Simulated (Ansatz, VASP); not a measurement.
# Two plane-wave programs on ZnS

```
CELL_PARAMETERS angstrom
3.81100 0.00000 0.00000
-1.90550 3.30042 0.00000
0.00000 0.00000 6.23400
ATOMIC_POSITIONS crystal
Zn 0.66667 0.33333 0.50000
Zn 0.33333 0.66667 0.00000
S 0.66667 0.33333 0.88500
S 0.33333 0.66667 0.38500
```

Alike in both runs: task relaxation of cell and atoms; functional revPBE; dispersion D4; k mesh 8 × 8 × 5; occupations fermi-dirac, width 0.05 eV; no spin polarisation.

|  | VASP | Ansatz |
| --- | --- | --- |
| version | VASP 6.6.1 | Ansatz 0.2.0 |
| potentials or method | VASP PAW PBE potentials, release 64 (Zn, S) | Ansatz PAW |
| plane-wave cutoff (eV) | 600 | 420 |
| valence electrons in the cell | 36 | 36 |

VASP gave:

```
gap on the k mesh at the Fermi level, each at its own relaxed structure (eV) : 2.41
relaxed volume (Å³/atom)                                                     : 19.27
relaxed cell length with the largest relative difference (Å)                 : 3.783
```

**Question.** Which values does Ansatz return?

**Answer.** gap on the k mesh at the Fermi level, each at its own relaxed structure (eV): 2.41; relaxed volume (Å³/atom): 19.24; relaxed cell length with the largest relative difference (Å): 3.781.

VASP's potentials were made for PBE, not for revPBE.

Noted on Ansatz's run: odd divisions of the mesh miss points on the zone boundary, where band edges often lie, so the gap on the mesh can be too wide; the plane-wave basis is chosen anew once the cell has moved, so the energies of steps on either side of that aren't comparable.
